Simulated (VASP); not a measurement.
Write the native input for VASP 6.6.1 that does the following.

| Property | Result |
| --- | --- |
| Task | single point |
| Functional | LDA |
| Potentials or basis | VASP PAW LDA potentials, release 64 (V_sv) |
| Cutoff | 520 eV |
| k mesh | 9 × 9 × 15 |
| Occupations | fermi-dirac, width 0.1 eV |
| Spin | no spin polarisation |
| Dipole correction | no |
| Further INCAR settings | ALGO = Normal; EDIFF = 1e-07; NBANDS = 26 |

The structure of V lies in POSCAR:

```
V
1.0
    4.5348795445      0.0000000000      0.0000000000
   -2.2674397723      3.9273208886      0.0000000000
    0.0000000000      0.0000000000      2.4011129159
V
3
Direct
    0.0000000000      1.0000000000      0.0000000000
    0.3333333333      0.6666666667      0.5000000000
    0.6666666667      0.3333333333      0.5000000000
```

This isn't the form of V at room conditions, which is bcc.

These files were run (other wordings do the same):

INCAR

```
SYSTEM = V
PREC     = Accurate       ! precision mode
ENCUT    = 520            ! plane-wave cutoff, eV
EDIFF    = 1E-7           ! SCF threshold, eV
ISMEAR   = -1             ! smearing method
SIGMA    = 0.1            ! smearing width, eV
LREAL    = .False.        ! projectors in reciprocal space
LASPH    = .True.         ! aspherical terms in the spheres
NELM     = 80             ! most SCF steps
ALGO     = Normal         ! electronic algorithm
ISIF     = 2              ! what is computed and relaxed
LWAVE    = .False.        ! write WAVECAR
LCHARG   = .False.        ! write CHGCAR
NBANDS   = 26             ! bands
```

KPOINTS

```
Automatic mesh
0
Gamma
  9 9 15
  0 0 0
```

Potentials or basis: VASP PAW LDA potentials, release 64 (V_sv).

Run with:

```sh
$ cat potpaw_LDA.64/V_sv/POTCAR > POTCAR
$ mpirun -np 1 vasp_std > vasp.out
```

Results of the run:

| Quantity | Value |
| --- | --- |
| Pressure | -18.1 GPa |
| Band gap on the k mesh | zero (an odd number of electrons rules out a gap without spin polarisation) |

Caveat: the cell stands under tension.

Run time: 2.5 min on 1 thread of Intel Xeon 8259CL, with other jobs on the host, peak memory 0.2 GiB.
